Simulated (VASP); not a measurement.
Write the native input for VASP 6.6.1 that does the following.

```
Task                   : single point
Functional             : LDA
Potentials or basis    : VASP PAW LDA potentials, release 64 (Ir)
Cutoff                 : 520 eV
k mesh                 : 18 × 18 × 10
Occupations            : fermi-dirac, width 0.08 eV
Spin                   : no spin polarisation
Dipole correction      : no
Further INCAR settings : ALGO = Normal; EDIFF = 1e-06; NBANDS = 16
```

The structure of Ir lies in POSCAR:

```
Ir
1.0
    2.3975652223      0.0000000000      0.0000000000
   -1.1987826112      2.0763523898      0.0000000000
    0.0000000000      0.0000000000      3.9089506049
Ir
2
Direct
    0.3333333333      0.6666666667      0.2500000000
    0.6666666667      0.3333333333      0.7500000000
```

These files were run (other wordings do the same):

INCAR

```
PREC = Accurate
ENCUT = 520
EDIFF = 1E-6
ISMEAR = -1
SIGMA = 0.08
LREAL = F
LASPH = T
NELM = 60
ALGO = Normal
ISIF = 2
LWAVE = F
LCHARG = F
NBANDS = 16
```

KPOINTS

```
regular mesh
0
Gamma
  18 18 10
```

Potentials or basis: VASP PAW LDA potentials, release 64 (Ir).

Launch:

```sh
$ cat potpaw_LDA.64/Ir/POTCAR > POTCAR
$ mpirun -np 1 vasp_std > vasp.out
```

It gave:

```
Pressure               : 352.7 GPa
Band gap on the k mesh : zero (band 9 reaches 20.46 eV, above the bottom of band 10 at 14.27 eV)
```

Caveat: spin-orbit coupling is left out, which moves the levels of the heavy elements.

Run time: 23 s on 1 thread of Intel(R) Xeon(R) 6975P-C (Granite Rapids), with other jobs on the host, peak memory 0.17 GiB.
